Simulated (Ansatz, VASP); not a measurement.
## W12O in VASP and in Ansatz

File INCAR:

```
SYSTEM = W12O
  ALGO = Normal
  DIPOL = 0.5 0.5 0.312
  EDIFF = 1E-7
  ENCUT = 520
  GGA = PE
  IDIPOL = 3
  ISIF = 2
  ISMEAR = 0
  LASPH = .TRUE.
  LCHARG = .TRUE.
  LDIPOL = .TRUE.
  LELF = .TRUE.
  LREAL = .FALSE.
  LVACPOTAV = .TRUE.
  LVHAR = .TRUE.
  LWAVE = .FALSE.
  NBANDS = 99
  NELM = 80
  PREC = Accurate
  SIGMA = 0.1
```

File KPOINTS:

```
k-points
0
G
  5 5 1
  0 0 0
```

The input POSCAR:

```
W12O
1.0
    5.5140853207      0.0000000000      0.0000000000
   -1.8380284402      5.1987294965      0.0000000000
    0.0000000000      0.0000000000     21.3560050645
W O
12 1
Direct
    0.2500000000      0.2500000000      0.1873009483
    0.2500000000      0.7500000000      0.1873009483
    0.7500000000      0.2500000000      0.1873009483
    0.7500000000      0.7500000000      0.1873009483
    0.0000000000      0.0000000000      0.2892877541
    0.0000000000      0.5000000000      0.2892877541
    0.5000000000      0.0000000000      0.2892877541
    0.5000000000      0.5000000000      0.2892877541
    0.2500000000      0.2500000000      0.3912719181
    0.2500000000      0.7500000000      0.3912719181
    0.7500000000      0.2500000000      0.3912719181
    0.7500000000      0.7500000000      0.3912719181
    0.5000000000      0.5000000000      0.5799776235
```

Input for Ansatz:

```yaml
crystal:
  lattice:
    - [5.5140853207, 0.0, 0.0]
    - [-1.8380284402, 5.1987294965, 0.0]
    - [0.0, 0.0, 21.3560050645]
  atoms:
    - { symbol: W, position: [0.25, 0.25, 0.1873009483] }
    - { symbol: W, position: [0.25, 0.75, 0.1873009483] }
    - { symbol: W, position: [0.75, 0.25, 0.1873009483] }
    - { symbol: W, position: [0.75, 0.75, 0.1873009483] }
    - { symbol: W, position: [0.0, 0.0, 0.2892877541] }
    - { symbol: W, position: [0.0, 0.5, 0.2892877541] }
    - { symbol: W, position: [0.5, 0.0, 0.2892877541] }
    - { symbol: W, position: [0.5, 0.5, 0.2892877541] }
    - { symbol: W, position: [0.25, 0.25, 0.3912719181] }
    - { symbol: W, position: [0.25, 0.75, 0.3912719181] }
    - { symbol: W, position: [0.75, 0.25, 0.3912719181] }
    - { symbol: W, position: [0.75, 0.75, 0.3912719181] }
    - { symbol: O, position: [0.5, 0.5, 0.5799776235] }
basis:
  ecutwfc: 420
kpoints:
  mp_grid: { grid: [5, 5, 1] }
hamiltonian:
  xc: pbe
scf:
  occupations: { method: gaussian, width: 0.1 }
output:
  forces: true
  eigenvalues: true
efield:
  axis: 3
  dipole_correction: true
  ramp_width: 0.04
```

Alike in both runs: task single point; functional PBE; k mesh 5 × 5 × 1; occupations gaussian, width 0.1 eV; no spin polarisation.

```csv
,VASP,Ansatz
version,VASP 6.6.1,Ansatz 0.2.0
potentials or method,"VASP PAW PBE potentials, release 64 (W_sv, O), cutoff 520 eV","scalar-relativistic, plane waves, PAW"
valence electrons in the cell,174,174
```

VASP gave:

```
gap on the k mesh at the Fermi level (eV)  : none
rms of the force components (eV/Å)         : 0.107
work function, face that differs most (eV) : 8.23
```

**Question.** Which values does Ansatz return?

**Answer.** gap on the k mesh at the Fermi level (eV): none; rms of the force components (eV/Å): 0.101; work function, face that differs most (eV): 8.24.

Atom by atom the forces differ by 0.014 eV/Å (rms over components). A gap of «none» marks a metal or a gap that the smearing closes.

Spin-orbit coupling is off throughout.
